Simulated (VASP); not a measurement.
# HfCl2 (R-3m) in VASP: a series of runs, part 2 of 2

VASP 6.6.1. Earlier steps stand in the parts before.

### 3 Single point, PBE+D3(BJ)

This run uses another cell than the first one, of 21.79 Å³/atom, 1.082 times its volume.

Contents of INCAR:

```
SYSTEM = HfCl2
PREC = Accurate
ENCUT = 520
EDIFF = 1E-6
ISMEAR = 0
SIGMA = 0.1
LREAL = .FALSE.
LASPH = .TRUE.
NELM = 60
ALGO = Normal
ISIF = 2
LWAVE = .FALSE.
LCHARG = .FALSE.
GGA = PE
IVDW = 12
NBANDS = 19
```

Contents of KPOINTS:

```
regular mesh
0
G
  6 6 6
  0 0 0
```

Contents of POSCAR:

```
HfCl2
1.0
    1.8330000000      1.0582830400      5.6166927200
   -1.8330000000      1.0582830400      5.6166927200
    0.0000000000     -2.1165660900      5.6166927200
Hf Cl
1 2
Direct
    0.5000000000      0.5000000000      0.5000000000
    0.7437185600      0.7437185600      0.7437185600
    0.2562814400      0.2562814400      0.2562814400
```

Potentials or basis: VASP PAW PBE potentials, release 64 (Hf_pv, Cl).

Command:

```
> cat potpaw_PBE.64/Hf_pv/POTCAR potpaw_PBE.64/Cl/POTCAR > POTCAR
> mpirun -np 1 vasp_std > vasp.out
```

OUTCAR:

```text
SYSTEM = HfCl2
   PREC = Accurate
   ENCUT = 520
   EDIFF = 1E-6
   ISMEAR = 0
   LREAL = .FALSE.
   LASPH = .TRUE.
   NELM = 60
   ISIF = 2
   GGA = PE
   IVDW = 12
 IVDW          = 12

 ion  position               nearest neighbor table
   1  0.500  0.500  0.500-   3 2.60   3 2.60   2 2.60   2 2.60   3 2.60   2 2.60
   2  0.744  0.744  0.744-   1 2.60   1 2.60   1 2.60
   3  0.256  0.256  0.256-   1 2.60   1 2.60   1 2.60

  LATTYP: Found a trigonal (rhomboedric) cell.
 ALAT       =     6.0022570008
 COS(alpha) =     0.8134798518

  Lattice vectors:

 A1 = (   1.8330000000,   1.0582830400,   5.6166927200)
 A2 = (  -1.8330000000,   1.0582830400,   5.6166927200)
 A3 = (   0.0000000000,  -2.1165660900,   5.6166927200)

Analysis of symmetry for initial positions (statically):
=====================================================================
 Subroutine PRICEL returns:
 Original cell was already a primitive cell.

 Routine SETGRP: Setting up the symmetry group for a
 trigonal (rhombohedral) supercell.

 Subroutine GETGRP returns: Found 12 space group operations
 (whereof 12 operations were pure point group operations)
 out of a pool of 12 trial point group operations.

The static configuration has the point symmetry D_3d.

Analysis of symmetry for dynamics (positions and initial velocities):
=====================================================================
 Subroutine PRICEL returns:
 Original cell was already a primitive cell.

 Routine SETGRP: Setting up the symmetry group for a
 trigonal (rhombohedral) supercell.

 Subroutine GETGRP returns: Found 12 space group operations
 (whereof 12 operations were pure point group operations)
 out of a pool of 12 trial point group operations.

The dynamic configuration has the point symmetry D_3d.

 Subroutine INISYM returns: Found 12 space group operations
 (whereof 12 operations are pure point group operations),
 and found     1 'primitive' translations

----------------------------------------------------------------------------------------

                                     Primitive cell

  volume of cell :      65.3727

  direct lattice vectors                    reciprocal lattice vectors
     1.833000000  1.058283040  5.616692720     0.272776869  0.157487798  0.059346906
    -1.833000000  1.058283040  5.616692720    -0.272776869  0.157487798  0.059346906
     0.000000000 -2.116566090  5.616692720     0.000000000 -0.314975597  0.059346906

  length of vectors
     6.002257001  6.002257001  6.002257003     0.320517834  0.320517834  0.320517834

  position of ions in fractional coordinates (direct lattice)
     0.500000000  0.500000000  0.500000000
     0.743718560  0.743718560  0.743718560
     0.256281440  0.256281440  0.256281440

  ion indices of the primitive-cell ions
   primitive index   ion index
                 1           1
                 2           2
                 3           3

----------------------------------------------------------------------------------------

 KPOINTS: regular mesh

Automatic generation of k-mesh.
 Grid dimensions read from file:
 generate k-points for:    6    6    6

 Generating k-lattice:

  Cartesian coordinates                     Fractional coordinates (reciprocal lattice)
     0.045462811  0.026247966  0.009891151     0.166666667  0.000000000  0.000000000
    -0.045462811  0.026247966  0.009891151     0.000000000  0.166666667  0.000000000
     0.000000000 -0.052495933  0.009891151     0.000000000  0.000000000  0.166666667

  Length of vectors
     0.053419639  0.053419639  0.053419639

  Shift w.r.t. Gamma in fractional coordinates (k-lattice)
     0.000000000  0.000000000  0.000000000

 Subroutine IBZKPT returns following result:
 ===========================================

 Found     32 irreducible k-points:

 Following reciprocal coordinates:
            Coordinates               Weight
  0.000000  0.000000  0.000000      1.000000
  0.166667 -0.000000 -0.000000      6.000000
  0.333333  0.000000  0.000000      6.000000
  0.500000  0.000000  0.000000      3.000000
  0.166667  0.166667 -0.000000      6.000000
  0.333333  0.166667  0.000000     12.000000
[... 16 lines left out ...]
  0.500000  0.500000  0.166667      6.000000
 -0.333333  0.500000  0.166667     12.000000
 [... further k-points ...]
   k-points           NKPTS =     32   k-points in BZ     NKDIM =     32   number of bands    NBANDS=     19
   number of dos      NEDOS =    301   number of ions     NIONS =      3
   total plane-waves  NPLWV = 110592
   dimension x,y,z NGX =    48 NGY =   48 NGZ =   48
   dimension x,y,z NGXF=    96 NGYF=   96 NGZF=   96
   ions per type =               1   2
   NGX,Y,Z   is equivalent  to a cutoff of  13.29, 13.29, 13.29 a.u.
   NGXF,Y,Z  is equivalent  to a cutoff of  26.59, 26.59, 26.59 a.u.
 SYSTEM =  HfCl2
   PREC   = accura    normal or accurate (medium, high low for compatibility)
   ISTART =      0    job   : 0-new  1-cont  2-samecut
   ICHARG =      2    charge: 1-file 2-atom 10-const
   ISPIN  =      1    spin polarized calculation?
   LNONCOLLINEAR =      F non collinear calculations
   LSORBIT =      F    spin-orbit coupling
   LASPH  =      T    aspherical Exc in radial PAW
   ENCUT  =  520.0 eV  38.22 Ry    6.18 a.u.  11.16 11.16 11.16*2*pi/ulx,y,z
   NELM   =     60;   NELMIN=  2; NELMDL= -5     # of ELM steps
   EDIFF  = 0.1E-05   stopping-criterion for ELM
   LREAL  =      F    real-space projection
   EDIFFG = 0.1E-04   stopping-criterion for IOM
   NSW    =      0    number of steps for IOM
   IBRION =     -1    ionic relax: 0-MD 1-quasi-New 2-CG
   NFREE  =      0    steps in history (QN), initial steepest desc. (CG)
   ISIF   =      2    stress and relaxation
   ISYM   =      2    0-nonsym 1-usesym 2-fastsym
   POTIM  = 0.5000    time-step for ionic-motion
   TEBEG  =    0.0;   TEEND  =   0.0 temperature during run
   PSTRESS=    0.0 pullay stress
   NELECT =      24.0000    total number of electrons
   NUPDOWN=      -1.0000    fix difference up-down
   EMIN   =  10.00;   EMAX   =-10.00  energy-range for DOS
   EFERMI =   0.00;   METHOD = LEGACY
   ISMEAR =     0;   SIGMA  =   0.10  broadening in eV -4-tet -1-fermi 0-gaus
   EFERMI_NEDOS =   21; number of points for ismear=-14 and -15
   IALGO  =     38    algorithm
   IMIX   =      4    mixing-type and parameters
     AMIX     =   0.40;   BMIX     =  1.00
     AMIX_MAG =   1.60;   BMIX_MAG =  1.00
  volume/ion in A,a.u.               =      21.79       147.05
  Fermi-wavevector in a.u.,A,eV,Ry     =   1.172231  2.215195 18.696110  1.374125
  Thomas-Fermi vector in A             =   2.308663
   LORBIT       =      0    0 simple, 1 ext, 2 COOP (PROOUT), +10 PAW based schemes
   GGA     = PE    functional components
   LHFCALC =     F    Hartree Fock is set to
   AEXX    =    0.0000 exact exchange contribution
   IVDW    =    12    specifies the selected vdW correction
   LEPSILON=     F    determine dielectric tensor
   LRPA    =     F    only Hartree local field effects (RPA)
 non-spin polarized calculation
 Gauss-broadening in eV      SIGMA  =   0.10
  energy-cutoff  :      520.00
  volume of cell :       65.37
 maximum number of plane-waves:      1776
 NGX is ok and might be reduce to    48
   NGX = 23   NGY = 23   NGZ = 23

 number of electron      24.0000000 magnetization

 Free energy of the ion-electron system (eV)
  ---------------------------------------------------
  ext. energy  EPLUGINS =         0.00000000
  ---------------------------------------------------
  free energy    TOTEN  =       -17.00718743 eV

  energy without entropy =      -17.00124486  energy(sigma->0) =      -17.00421614

 E-fermi :   5.9524     XC(G=0):  -9.7890

 val. band max:        5.9203802034   @ k =  -0.1667   0.1667   0.0000
 cond. band min:       5.9921958396   @ k =   0.0000   0.0000   0.0000
 fundamental gap:      0.0718156363
 Fermi energy:         5.9523769159

 k-point     1 :       0.0000    0.0000    0.0000
  band No.  band energies     occupation
      1     -26.2618      2.00000
      2     -26.1788      2.00000
      3     -26.1788      2.00000
      4     -12.8666      2.00000
      5     -11.8120      2.00000
      6      -2.6175      2.00000
[... 11 lines left out ...]
     18       8.6451      0.00000
     19      12.8595      0.00000
[... 489 lines left out ...]
      3     -26.2188      2.00000
      4     -12.0927      2.00000
      5     -11.9421      2.00000
      6      -2.2607      2.00000
[... 11 lines left out ...]
     18      10.6704      0.00000
     19      11.9615      0.00000

 [... further k-points ...]

------------------------ aborting loop because EDIFF is reached ----------------------------------------

 Edisp (eV)   -0.85894

 E8    (eV) :    -0.3637

  FORCE on cell =-STRESS in cart. coord.  units (eV):
  Direction    XX          YY          ZZ          XY          YZ          ZX
  --------------------------------------------------------------------------------------
  -------------------------------------------------------------------------------------
  Total      -3.73765    -3.73765     1.16782     0.00000    -0.00000     0.00000
  in kB     -91.60376   -91.60376    28.62125     0.00000    -0.00000     0.00000
  external pressure =      -51.53 kB  Pullay stress =        0.00 kB

 VOLUME and BASIS-vectors are now :
 -----------------------------------------------------------------------------
  energy-cutoff  :      520.00
  volume of cell :       65.37
      direct lattice vectors                 reciprocal lattice vectors
     1.833000000  1.058283040  5.616692720     0.272776869  0.157487798  0.059346906
    -1.833000000  1.058283040  5.616692720    -0.272776869  0.157487798  0.059346906
     0.000000000 -2.116566090  5.616692720     0.000000000 -0.314975597  0.059346906

 POSITION                                       TOTAL-FORCE (eV/Angst)
 -----------------------------------------------------------------------------------
      0.00000     -0.00000      8.42504         0.000000      0.000000     -0.000000
      0.00000     -0.00000     12.53172        -0.000000     -0.000000      0.026499
      0.00000     -0.00000      4.31836        -0.000000      0.000000     -0.026499
 -----------------------------------------------------------------------------------
    total drift:                                0.000000      0.000000     -0.000000

  FREE ENERGIE OF THE ION-ELECTRON SYSTEM (eV)
  ---------------------------------------------------
  free  energy   TOTEN  =       -17.8661307320 eV

  energy  without entropy=      -17.8601881609  energy(sigma->0) =      -17.86315945
```

OSZICAR:

```text
N       E                     dE             d eps       ncg     rms          rms(c)
DAV:   1     0.126016451828E+03    0.12602E+03   -0.12393E+04  1216   0.115E+03
DAV:   2    -0.999634512441E+01   -0.13601E+03   -0.13302E+03  1584   0.254E+02
DAV:   3    -0.173896241964E+02   -0.73933E+01   -0.72963E+01  1510   0.525E+01
DAV:   4    -0.174794473909E+02   -0.89823E-01   -0.89738E-01  1572   0.674E+00
DAV:   5    -0.174809930686E+02   -0.15457E-02   -0.15456E-02  1577   0.847E-01    0.318E+01
DAV:   6    -0.170408760167E+02    0.44012E+00   -0.97238E-01  1347   0.511E+00    0.216E+01
DAV:   7    -0.170297268921E+02    0.11149E-01   -0.53903E-01  1397   0.415E+00    0.165E+00
DAV:   8    -0.170069896417E+02    0.22737E-01   -0.10806E-01  1306   0.188E+00    0.778E-01
DAV:   9    -0.170070731389E+02   -0.83497E-04   -0.55316E-03  1523   0.497E-01    0.400E-01
DAV:  10    -0.170071180274E+02   -0.44888E-04   -0.65558E-04  1490   0.139E-01    0.336E-01
DAV:  11    -0.170071691070E+02   -0.51080E-04   -0.10951E-04  1359   0.663E-02    0.785E-02
DAV:  12    -0.170071859715E+02   -0.16865E-04   -0.17557E-05  1622   0.277E-02    0.114E-02
DAV:  13    -0.170071874339E+02   -0.14624E-05   -0.37124E-06  1363   0.109E-02    0.191E-02
DAV:  14    -0.170071874293E+02    0.46559E-08   -0.40611E-07  1198   0.405E-03
   1 F= -.17866131E+02 E0= -.17863159E+02  d E =-.594257E-02
```

It took 38 s on 1 thread of Intel Xeon 6975P-C (Granite Rapids), shared host; peak memory 0.33 GiB.

Results:

```yaml
Free_energy: -17.8661 eV
Pressure: -5.2 GPa
Largest_force: 0.026 eV/Å
Band_gap_on_the_k_mesh: zero (band 12 reaches 6.62 eV, above the bottom of band 13 at 5.73 eV)
Dispersion_energy_per_atom: -0.286 eV
```

Forces in eV/Å, atoms in the order of the input:
```
Hf   0.000  0.000  0.000
Cl   0.000  0.000  0.026
Cl   0.000  0.000 -0.026
```

Levels at points of the mesh, in eV from the Fermi level:
```csv
k point,band 9,band 10,band 11,band 12,band 13,band 14,band 15,band 16
"(0.00, 0.00, 0.00)",-5.15,-5.15,-4.87,0.04,0.04,0.41,0.68,2.24
"(0.50, 0.00, 0.00)",-6.69,-6.09,-5.65,-0.97,2.18,2.26,2.82,3.47
"(0.50, 0.50, 0.00)",-6.08,-6.05,-5.74,-1.57,2.17,2.28,2.58,2.73
"(0.50, 0.50, 0.50)",-6.39,-5.40,-5.40,-0.16,0.14,0.14,2.24,2.24
```

Caveat: spin-orbit coupling is left out, which moves the levels of the heavy elements; pairwise dispersion overbinds metals, which lowers pressure and volume.

### 4 Relaxation of cell and atoms, PBE+D3(BJ)

This run uses another cell than the first one, of 21.79 Å³/atom, 1.082 times its volume.

Contents of INCAR:

```
PREC = Accurate ; ENCUT = 600
EDIFF = 1E-7 ; ISMEAR = 0
SIGMA = 0.1 ; LREAL = F
LASPH = T ; NELM = 100
ALGO = Normal ; ISIF = 3
LWAVE = F ; LCHARG = F
GGA = PE ; IVDW = 12
IBRION = 2 ; NSW = 90
EDIFFG = -0.04
```

Contents of KPOINTS:

```
Automatic mesh
0
Gamma
  6 6 6
```

POSCAR is that of step 3.

Command:

```
> cat potpaw_PBE.64/Hf_pv/POTCAR potpaw_PBE.64/Cl/POTCAR > POTCAR
> mpirun -np 1 vasp_std > vasp.out
```

It took 5.4 min on 1 thread of Intel Xeon 6975P-C (Granite Rapids), shared host; peak memory 0.37 GiB.

The run converged. Its results:

* Free energy: -18.6805 eV
* Relaxed volume: 20.21 Å³/atom
* Relaxed cell: a = 6.959 Å, b = 6.959 Å, c = 6.959 Å, α = 26.85°, β = 26.85°, γ = 26.85°
* Space group after relaxing (to 0.05 Å): R-3m (No. 166)
* Energy gained by relaxing: 271.3 meV/atom
* Ionic steps: 14
* Pressure after relaxing: 0.1 GPa
* Largest force after relaxing: 0.028 eV/Å
* Band gap on the k mesh: zero (band 12 reaches 6.32 eV, above the bottom of band 13 at 5.52 eV)
* Dispersion energy per atom: -0.308 eV

Forces on the atoms (eV/Å):
```
Hf   0.000  0.000  0.000
Cl   0.000  0.000 -0.028
Cl   0.000  0.000  0.028
```

Stress tensor (GPa, compression positive):
```
0.19 0.00 0.00
0.00 0.19 0.00
0.00 0.00 0.03
```

The path:
```tsv
step	energy change (eV)	largest force (eV/Å)	pressure (GPa)	volume (Å³)
1	0.0000	0.0265	-5.11	65.37
2	-0.3076	0.9720	3.49	58.89
3	-0.3238	1.3202	6.80	57.17
4	-0.5129	1.2062	6.72	56.59
5	-0.6443	0.1092	9.03	54.25
6	-0.7127	0.6467	7.42	55.32
7	-0.7148	0.5236	7.72	55.07
8	-0.8002	0.0224	1.54	57.97
9	-0.8038	0.1548	0.08	58.80
10	-0.8038	0.1427	0.21	58.72
11	-0.8050	0.1338	0.20	58.81
12	-0.8080	0.1071	0.16	59.07
13	-0.8121	0.0580	0.12	59.59
14	-0.8138	0.0282	0.13	60.64
```

Final structure:
```cif
data_structure
_symmetry_space_group_name_H-M 'P 1'
_symmetry_Int_Tables_number 1
_cell_length_a 6.9590
_cell_length_b 6.9590
_cell_length_c 6.9590
_cell_angle_alpha 26.853
_cell_angle_beta 26.853
_cell_angle_gamma 26.853
_cell_volume 60.64
loop_
_atom_site_label
_atom_site_type_symbol
_atom_site_fract_x
_atom_site_fract_y
_atom_site_fract_z
_atom_site_occupancy
Hf1 Hf 0.50000 0.50000 0.50000 1
Cl1 Cl 0.74333 0.74333 0.74333 1
Cl2 Cl 0.25667 0.25667 0.25667 1
```

Levels at points of the mesh, in eV from the Fermi level:
| k point | band 9 | band 10 | band 11 | band 12 | band 13 | band 14 | band 15 | band 16 |
| --- | --- | --- | --- | --- | --- | --- | --- | --- |
| (0.00, 0.00, 0.00) | -4.16 | -3.28 | -3.28 | -1.51 | 1.15 | 1.15 | 3.14 | 3.14 |
| (0.50, 0.00, 0.00) | -5.03 | -4.91 | -4.06 | -1.66 | 3.30 | 3.57 | 3.89 | 4.06 |
| (0.50, 0.50, 0.00) | -5.22 | -4.79 | -4.22 | -1.88 | 2.82 | 3.37 | 3.79 | 4.57 |
| (0.50, 0.50, 0.50) | -4.11 | -3.35 | -3.35 | -0.80 | 1.19 | 1.19 | 3.13 | 3.13 |

Caveat: spin-orbit coupling is left out, which moves the levels of the heavy elements; pairwise dispersion overbinds metals, which lowers pressure and volume.

### 5 Overview

| task | cell | cutoff (eV) | gap on the mesh (eV) | pressure (GPa) | largest force (eV/Å) |
| --- | --- | --- | --- | --- | --- |
| single point | a = 6.899 Å, angles 27.2°, 3 atoms | 520 | none | -0.5 | 0.07 |
| single point | a = 6.002 Å, angles 35.6°, 3 atoms | 520 | none | -5.2 | 0.03 |
| relaxation of cell and atoms | relaxed from a = 6.002 Å, angles 35.6°, 3 atoms | 600 | none | 0.1 | 0.03 |

Alike in all rows: level PBE+D3(BJ); potentials or basis VASP PAW PBE potentials, release 64 (Hf_pv, Cl); no spin polarisation; k mesh 6 × 6 × 6; smearing gaussian 0.1 eV.

Caveats: some runs use coarse meshes; spin-orbit coupling is left out, which moves the levels of the heavy elements; pairwise dispersion overbinds metals, which lowers pressure and volume.

Total energies depend on the potentials used, so only differences within one code and one set of settings carry meaning.
